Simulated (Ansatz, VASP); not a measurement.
# Two plane-wave programs on Ag

```
Ag
1.0
     2.93619    0.00000    0.00000
    -1.46809    2.54281    0.00000
     0.00000    0.00000   26.71798
Ag
3
Direct
  0.66667 0.33333 0.58043
  0.33333 0.66667 0.67093
  0.00000 0.00000 0.75980
```

Alike in both runs: task single point; functional PBE; k mesh 15 × 15 × 1; occupations methfessel-paxton of order 1, width 0.1 eV; no spin polarisation.

```csv
,VASP,Ansatz
version,VASP 6.6.1,Ansatz 0.2.0
potentials or method,"VASP PAW PBE potentials, release 64 (Ag), cutoff 400 eV","scalar-relativistic, plane waves, PAW"
valence electrons in the cell,33,57
```

```tsv
	VASP	Ansatz	Ansatz less VASP
gap on the k mesh at the Fermi level (eV)	none	none	-
rms of the force components (eV/Å)	0.049	0.048	-0.0007
```

Atom by atom the forces differ by 0.002 eV/Å (rms over components). A gap of «none» marks a metal or a gap that the smearing closes. VASP's potentials hold 33 valence electrons a cell and Ansatz's 57, so a difference there can come from the potentials and not from the codes. Ansatz's warnings: xc potential rough in thin density.
